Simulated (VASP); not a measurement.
# MoS2 in VASP: a series of runs, part 2 of 3

VASP 6.6.1. Earlier steps stand in the parts before.

## (3) Electric field gradients, PBE (16.67 Å³/atom)

This run uses another cell than the first one, of 16.67 Å³/atom.

INCAR reads:

```
SYSTEM = MoS2
PREC     = Accurate       ! precision mode
ENCUT    = 520            ! plane-wave cutoff, eV
EDIFF    = 1E-8           ! SCF threshold, eV
ISMEAR   = -1             ! smearing method
SIGMA    = 0.03           ! smearing width, eV
LREAL    = .False.        ! projectors in reciprocal space
LASPH    = .True.         ! aspherical terms in the spheres
NELM     = 80             ! most SCF steps
ALGO     = Normal         ! electronic algorithm
ISIF     = 2              ! what is computed and relaxed
LWAVE    = .False.        ! write WAVECAR
LCHARG   = .False.        ! write CHGCAR
GGA      = PE             ! functional
LEFG     = .True.       
NBANDS   = 35             ! bands
```

KPOINTS reads:

```
Automatic mesh
0
Gamma
  10 10 3
  0 0 0
```

POSCAR reads:

```
MoS2
1.0
    3.0964732586      0.0000000000      0.0000000000
   -1.5482366293      2.6816245041      0.0000000000
    0.0000000000      0.0000000000     12.0440112067
Mo S
2 4
Direct
    0.3333333333      0.6666666667      0.2500000000
    0.6666666667      0.3333333333      0.7500000000
    0.3333333333      0.6666666667      0.6275000000
    0.6666666667      0.3333333333      0.1275000000
    0.3333333333      0.6666666667      0.8725000000
    0.6666666667      0.3333333333      0.3725000000
```

Potentials or basis: VASP PAW PBE potentials, release 64 (Mo_sv, S).

Run with:

```console
cat potpaw_PBE.64/Mo_sv/POTCAR potpaw_PBE.64/S/POTCAR > POTCAR
mpirun -np 1 vasp_std > vasp.out
```

OUTCAR:

```text
SYSTEM = MoS2
   PREC = Accurate
   ENCUT = 520
   EDIFF = 1E-8
   ISMEAR = -1
   LREAL = .False.
   LASPH = .True.
   NELM = 80
   ISIF = 2
   GGA = PE

 ion  position               nearest neighbor table
   1  0.333  0.667  0.250-   4 2.32   6 2.32   4 2.32   6 2.32   4 2.32   6 2.32
   2  0.667  0.333  0.750-   3 2.32   5 2.32   3 2.32   5 2.32   3 2.32   5 2.32
   3  0.333  0.667  0.627-   2 2.32   2 2.32   2 2.32
   4  0.667  0.333  0.127-   1 2.32   1 2.32   1 2.32
   5  0.333  0.667  0.873-   2 2.32   2 2.32   2 2.32
   6  0.667  0.333  0.373-   1 2.32   1 2.32   1 2.32

  LATTYP: Found a hexagonal cell.
 ALAT       =     3.0964732586
 C/A-ratio  =     3.8895899305

  Lattice vectors:

 A1 = (   3.0964732586,   0.0000000000,   0.0000000000)
 A2 = (  -1.5482366293,   2.6816245041,   0.0000000000)
 A3 = (   0.0000000000,   0.0000000000,  12.0440112067)

Analysis of symmetry for initial positions (statically):
=====================================================================
 Subroutine PRICEL returns:
 Original cell was already a primitive cell.

 Routine SETGRP: Setting up the symmetry group for a
 hexagonal supercell.

 Subroutine GETGRP returns: Found 24 space group operations
 (whereof 12 operations were pure point group operations)
 out of a pool of 24 trial point group operations.

The static configuration has the point symmetry D_3d.
 The point group associated with its full space group is D_6h.

Analysis of symmetry for dynamics (positions and initial velocities):
=====================================================================
 Subroutine PRICEL returns:
 Original cell was already a primitive cell.

 Routine SETGRP: Setting up the symmetry group for a
 hexagonal supercell.

 Subroutine GETGRP returns: Found 24 space group operations
 (whereof 12 operations were pure point group operations)
 out of a pool of 24 trial point group operations.

The dynamic configuration has the point symmetry D_3d.
 The point group associated with its full space group is D_6h.

 Subroutine INISYM returns: Found 24 space group operations
 (whereof 12 operations are pure point group operations),
 and found     1 'primitive' translations

----------------------------------------------------------------------------------------

                                     Primitive cell

  volume of cell :     100.0084

  direct lattice vectors                    reciprocal lattice vectors
     3.096473259  0.000000000  0.000000000     0.322948050  0.186454143  0.000000000
    -1.548236629  2.681624504  0.000000000     0.000000000  0.372908287  0.000000000
     0.000000000  0.000000000 12.044011207     0.000000000  0.000000000  0.083028817

  length of vectors
     3.096473259  3.096473259 12.044011207     0.372908287  0.372908287  0.083028817

  position of ions in fractional coordinates (direct lattice)
     0.333333333  0.666666667  0.250000000
     0.666666667  0.333333333  0.750000000
     0.333333333  0.666666667  0.627500000
     0.666666667  0.333333333  0.127500000
     0.333333333  0.666666667  0.872500000
[... 106 lines left out ...]
   LORBIT       =      0    0 simple, 1 ext, 2 COOP (PROOUT), +10 PAW based schemes
   GGA     = PE    functional components
   LHFCALC =     F    Hartree Fock is set to
   AEXX    =    0.0000 exact exchange contribution
   IVDW    =     0    specifies the selected vdW correction
   LEPSILON=     F    determine dielectric tensor
   LRPA    =     F    only Hartree local field effects (RPA)
 non-spin polarized calculation
  energy-cutoff  :      520.00
  volume of cell :      100.01
 maximum number of plane-waves:      2710
 NGX is ok and might be reduce to    24
   NGX = 11   NGY = 11   NGZ = 45

 number of electron      52.0000007 magnetization

 Free energy of the ion-electron system (eV)
  ---------------------------------------------------
  ext. energy  EPLUGINS =         0.00000000
  ---------------------------------------------------
  free energy    TOTEN  =       -42.88655041 eV

  energy without entropy =      -42.88655039  energy(sigma->0) =      -42.88655040

 E-fermi :   9.0271     XC(G=0): -11.0904

 val. band max:        8.6297717741   @ k =   0.0000   0.0000   0.0000
 cond. band min:       9.5155883703   @ k =   0.3000   0.3000   0.0000
 fundamental gap:      0.8858165962
 Fermi energy:         9.0270746072

 k-point     1 :       0.0000    0.0000    0.0000
  band No.  band energies     occupation
      1     -53.0500      2.00000
      2     -53.0499      2.00000
      3     -27.2957      2.00000
      4     -27.2956      2.00000
      5     -27.0011      2.00000
      6     -27.0011      2.00000
[... 901 lines left out ...]
     34      12.6079      0.00000
     35      14.5062      0.00000

 [... further k-points ...]

------------------------ aborting loop because EDIFF is reached ----------------------------------------

  FORCE on cell =-STRESS in cart. coord.  units (eV):
  Direction    XX          YY          ZZ          XY          YZ          ZX
  --------------------------------------------------------------------------------------
  -------------------------------------------------------------------------------------
  Total       11.4157442     11.4157442     16.4449221      0.0000000     -0.0000000     -0.0000000
  in kB      182.8851161    182.8851161    263.4547012      0.0000000     -0.0000000     -0.0000000
  external PRESSURE =     209.7416445 kB  Pullay stress =       0.0000000 kB

 VOLUME and BASIS-vectors are now :
 -----------------------------------------------------------------------------
  energy-cutoff  :      520.00
  volume of cell :      100.01
      direct lattice vectors                 reciprocal lattice vectors
     3.096473259  0.000000000  0.000000000     0.322948050  0.186454143  0.000000000
    -1.548236629  2.681624504  0.000000000     0.000000000  0.372908287  0.000000000
     0.000000000  0.000000000 12.044011207     0.000000000  0.000000000  0.083028817

 POSITION                                       TOTAL-FORCE (eV/Angst)
 -----------------------------------------------------------------------------------
     -0.00000      1.78775      3.01100         0.000000     -0.000000      0.000000
      1.54824      0.89387      9.03301         0.000000      0.000000      0.000000
     -0.00000      1.78775      7.55762         0.000000     -0.000000     -2.452984
      1.54824      0.89387      1.53561        -0.000000      0.000000     -2.452984
     -0.00000      1.78775     10.50840         0.000000     -0.000000      2.452984
      1.54824      0.89387      4.48639        -0.000000      0.000000      2.452984
 -----------------------------------------------------------------------------------
    total drift:                               -0.000000      0.000000     -0.000000

  FREE ENERGIE OF THE ION-ELECTRON SYSTEM (eV)
  ---------------------------------------------------
  free  energy   TOTEN  =       -42.8865504063 eV

  energy  without entropy=      -42.8865503948  energy(sigma->0) =      -42.88655040

 Electric field gradients (V/A^2)
---------------------------------------------------------------------
 ion       V_xx      V_yy      V_zz      V_xy      V_xz      V_yz
---------------------------------------------------------------------
   1      50.479    50.478  -100.957    -0.000     0.000    -0.000
   2      50.479    50.478  -100.957    -0.000    -0.000     0.000
   3      33.154    33.154   -66.308    -0.000    -0.000     0.000
   4      33.154    33.154   -66.308    -0.000     0.000    -0.000
   5      33.154    33.154   -66.308    -0.000     0.000    -0.000
   6      33.154    33.154   -66.308    -0.000    -0.000     0.000
---------------------------------------------------------------------

 Electric field gradients after diagonalization (V/A^2)
 (convention: |V_zz| > |V_xx| > |V_yy|)
----------------------------------------------------------------------
 ion       V_xx      V_yy      V_zz     asymmetry (V_yy - V_xx)/ V_zz
----------------------------------------------------------------------
   1      50.479    50.478  -100.957       0.000
   2      50.479    50.478  -100.957       0.000
   3      33.154    33.154   -66.308       0.000
   4      33.154    33.154   -66.308       0.000
   5      33.154    33.154   -66.308       0.000
   6      33.154    33.154   -66.308       0.000
----------------------------------------------------------------------

           NMR quadrupolar parameters

 Cq : quadrupolar parameter    Cq=e*Q*V_zz/h
 eta: asymmetry parameters     (V_yy - V_xx)/ V_zz
 Q  : nuclear electric quadrupole moment in mb (millibarn)
----------------------------------------------------------------------
 ion       Cq(MHz)       eta       Q (mb)
----------------------------------------------------------------------
   1      -0.244       0.000       1.000
   2      -0.244       0.000       1.000
   3      -0.160       0.000       1.000
   4      -0.160       0.000       1.000
   5      -0.160       0.000       1.000
   6      -0.160       0.000       1.000
----------------------------------------------------------------------
```

Run time: 2.6 min. Hardware: 1 thread of Intel Xeon 8259CL, shared host; peak memory 0.26 GiB.

What came out:

* Free energy: -42.8866 eV
* Pressure: 21.0 GPa
* Largest force: 2.453 eV/Å
* Band gap on the k mesh: 0.89 eV (least direct gap 2.03 eV)
* Largest electric field gradient by atom: Mo -101.0; S -66.3 V/Å²

Forces in eV/Å, atoms in the order of the input:
```
Mo   0.000  0.000  0.000
Mo   0.000  0.000  0.000
S    0.000  0.000 -2.453
S    0.000  0.000 -2.453
S    0.000  0.000  2.453
S    0.000  0.000  2.453
```

Stress tensor (GPa, compression positive):
```
18.29  0.00  0.00
 0.00 18.29  0.00
 0.00  0.00 26.35
```

Electric field gradients, principal values (V/Å²):
| atom | least | middle | greatest (by size) |
| --- | --- | --- | --- |
| 1 Mo | 50.478 | 50.479 | -100.957 |
| 2 Mo | 50.478 | 50.479 | -100.957 |
| 3 S | 33.154 | 33.154 | -66.308 |
| 4 S | 33.154 | 33.154 | -66.308 |
| 5 S | 33.154 | 33.154 | -66.308 |
| 6 S | 33.154 | 33.154 | -66.308 |

Caveat: the cell stands under pressure; without QUAD_EFG the Cq values of the log hold for a quadrupole moment of 1 mb, not for the nuclei; an odd mesh through Γ misses points on the zone boundary, where band edges can lie; this functional lacks dispersion, which binds the layers, so the pressure and a relaxed spacing across them are unreliable; forces of over 1 eV/Å act on the atoms, so gaps and moduli don't describe the material at rest.

## (4) Electric field gradients, PBE (17.38 Å³/atom)

This run uses another cell than the first one, of 17.38 Å³/atom.

INCAR reads:

```
ALGO = Normal ; EDIFF = 1E-8
ENCUT = 520 ; GGA = PE
ISIF = 2 ; ISMEAR = -1
LASPH = True ; LCHARG = False
LEFG = True ; LREAL = False
LWAVE = False ; NBANDS = 35
NELM = 80 ; PREC = Accurate
SIGMA = 0.03
```

KPOINTS reads:

```
k-points
0
Gamma
  10 10 3
```

Edit POSCAR of step 3 so:

```diff
@@ -2,5 +2,5 @@
 1.0
-    3.0964732586      0.0000000000      0.0000000000
-   -1.5482366293      2.6816245041      0.0000000000
-    0.0000000000      0.0000000000     12.0440112067
+    3.1397861865      0.0000000000      0.0000000000
+   -1.5698930933      2.7191346000      0.0000000000
+    0.0000000000      0.0000000000     12.2124807351
 Mo S
```

Potentials or basis: VASP PAW PBE potentials, release 64 (Mo_sv, S).

Run with:

```console
cat potpaw_PBE.64/Mo_sv/POTCAR potpaw_PBE.64/S/POTCAR > POTCAR
mpirun -np 1 vasp_std > vasp.out
```

OUTCAR:

```text
EDIFF = 1E-8
   ENCUT = 520
   GGA = PE
   ISIF = 2
   ISMEAR = -1
   LASPH = True
   LREAL = False
   NELM = 80
   PREC = Accurate

 ion  position               nearest neighbor table
   1  0.333  0.667  0.250-   4 2.35   6 2.35   4 2.35   6 2.35   4 2.35   6 2.35
   2  0.667  0.333  0.750-   3 2.35   5 2.35   3 2.35   5 2.35   3 2.35   5 2.35
   3  0.333  0.667  0.627-   2 2.35   2 2.35   2 2.35
   4  0.667  0.333  0.127-   1 2.35   1 2.35   1 2.35
   5  0.333  0.667  0.873-   2 2.35   2 2.35   2 2.35
   6  0.667  0.333  0.373-   1 2.35   1 2.35   1 2.35

  LATTYP: Found a hexagonal cell.
 ALAT       =     3.1397861865
 C/A-ratio  =     3.8895899306

  Lattice vectors:

 A1 = (   3.1397861865,   0.0000000000,   0.0000000000)
 A2 = (  -1.5698930933,   2.7191346000,   0.0000000000)
 A3 = (   0.0000000000,   0.0000000000,  12.2124807351)

Analysis of symmetry for initial positions (statically):
=====================================================================
 Subroutine PRICEL returns:
 Original cell was already a primitive cell.

 Routine SETGRP: Setting up the symmetry group for a
 hexagonal supercell.

 Subroutine GETGRP returns: Found 24 space group operations
 (whereof 12 operations were pure point group operations)
 out of a pool of 24 trial point group operations.

The static configuration has the point symmetry D_3d.
 The point group associated with its full space group is D_6h.

Analysis of symmetry for dynamics (positions and initial velocities):
[... 1095 lines left out ...]
  Total        6.5374575      6.5374575     11.1259993     -0.0000000      0.0000000      0.0000000
  in kB      100.4580604    100.4580604    170.9680414     -0.0000000      0.0000000      0.0000000
  external PRESSURE =     123.9613874 kB  Pullay stress =       0.0000000 kB

 VOLUME and BASIS-vectors are now :
 -----------------------------------------------------------------------------
  energy-cutoff  :      520.00
  volume of cell :      104.26
      direct lattice vectors                 reciprocal lattice vectors
     3.139786186  0.000000000  0.000000000     0.318493025  0.183882034  0.000000000
    -1.569893093  2.719134600  0.000000000     0.000000000  0.367764067  0.000000000
     0.000000000  0.000000000 12.212480735     0.000000000  0.000000000  0.081883445

 POSITION                                       TOTAL-FORCE (eV/Angst)
 -----------------------------------------------------------------------------------
     -0.00000      1.81276      3.05312        -0.000000      0.000000     -0.000000
      1.56989      0.90638      9.15936         0.000000     -0.000000     -0.000000
     -0.00000      1.81276      7.66333        -0.000000     -0.000000     -1.584761
      1.56989      0.90638      1.55709        -0.000000      0.000000     -1.584761
     -0.00000      1.81276     10.65539         0.000000     -0.000000      1.584761
      1.56989      0.90638      4.54915         0.000000      0.000000      1.584761
 -----------------------------------------------------------------------------------
    total drift:                               -0.000000      0.000000     -0.000000

  FREE ENERGIE OF THE ION-ELECTRON SYSTEM (eV)
  ---------------------------------------------------
  free  energy   TOTEN  =       -43.3275671741 eV

  energy  without entropy=      -43.3275671624  energy(sigma->0) =      -43.32756717

 Electric field gradients (V/A^2)
---------------------------------------------------------------------
 ion       V_xx      V_yy      V_zz      V_xy      V_xz      V_yz
---------------------------------------------------------------------
   1      47.928    47.927   -95.855    -0.001     0.000    -0.000
   2      47.928    47.927   -95.855    -0.001    -0.000     0.000
   3      31.683    31.683   -63.366     0.000     0.000    -0.000
   4      31.683    31.683   -63.366     0.000    -0.000     0.000
   5      31.683    31.683   -63.366     0.000    -0.000     0.000
   6      31.683    31.683   -63.366     0.000     0.000    -0.000
---------------------------------------------------------------------

 Electric field gradients after diagonalization (V/A^2)
 (convention: |V_zz| > |V_xx| > |V_yy|)
----------------------------------------------------------------------
 ion       V_xx      V_yy      V_zz     asymmetry (V_yy - V_xx)/ V_zz
----------------------------------------------------------------------
   1      47.929    47.927   -95.855       0.000
   2      47.929    47.927   -95.855       0.000
   3      31.684    31.683   -63.366       0.000
   4      31.684    31.683   -63.366       0.000
   5      31.684    31.683   -63.366       0.000
   6      31.684    31.683   -63.366       0.000
----------------------------------------------------------------------

           NMR quadrupolar parameters

 Cq : quadrupolar parameter    Cq=e*Q*V_zz/h
 eta: asymmetry parameters     (V_yy - V_xx)/ V_zz
 Q  : nuclear electric quadrupole moment in mb (millibarn)
----------------------------------------------------------------------
 ion       Cq(MHz)       eta       Q (mb)
----------------------------------------------------------------------
   1      -0.232       0.000       1.000
   2      -0.232       0.000       1.000
   3      -0.153       0.000       1.000
   4      -0.153       0.000       1.000
   5      -0.153       0.000       1.000
   6      -0.153       0.000       1.000
----------------------------------------------------------------------
```

stdout:

```text
POSCAR found type information on POSCAR MoS
 POSCAR found :  2 types and       6 ions
 scaLAPACK will be used
 LDA part: xc-table for (Slater+PW92), standard interpolation
 POSCAR, INCAR and KPOINTS ok, starting setup
 FFT: planning ... GRIDC
 FFT: planning ... GRID_SOFT
 FFT: planning ... GRID
 WAVECAR not read
 entering main loop
ion   1

ion   2

ion   3

ion   4

ion   5

ion   6
```

Wall time 2.6 min (1 thread of Intel Xeon 8259CL, shared host); peak memory 0.26 GiB.

Results:

```yaml
Free_energy: -43.3276 eV
Pressure: 12.4 GPa
Largest_force: 1.585 eV/Å
Band_gap_on_the_k_mesh: 0.88 eV (least direct gap 1.92 eV)
Largest_electric_field_gradient_by_atom: Mo -95.9; S -63.4 V/Å²
```

Forces on the atoms (eV/Å):
```
Mo   0.000  0.000  0.000
Mo   0.000  0.000  0.000
S    0.000  0.000 -1.585
S    0.000  0.000 -1.585
S    0.000  0.000  1.585
S    0.000  0.000  1.585
```

Electric field gradients, principal values (V/Å²):
```
atom   least  middle  greatest (by size)
1 Mo  47.927  47.929             -95.855
2 Mo  47.927  47.929             -95.855
 3 S  31.683  31.684             -63.366
 4 S  31.683  31.684             -63.366
 5 S  31.683  31.684             -63.366
 6 S  31.683  31.684             -63.366
```

Caveat: the cell stands under pressure; without QUAD_EFG the Cq values of the log hold for a quadrupole moment of 1 mb, not for the nuclei; an odd mesh through Γ misses points on the zone boundary, where band edges can lie; this functional lacks dispersion, which binds the layers, so the pressure and a relaxed spacing across them are unreliable; forces of over 1 eV/Å act on the atoms, so gaps and moduli don't describe the material at rest.

(Continued in part 3 of 3.)
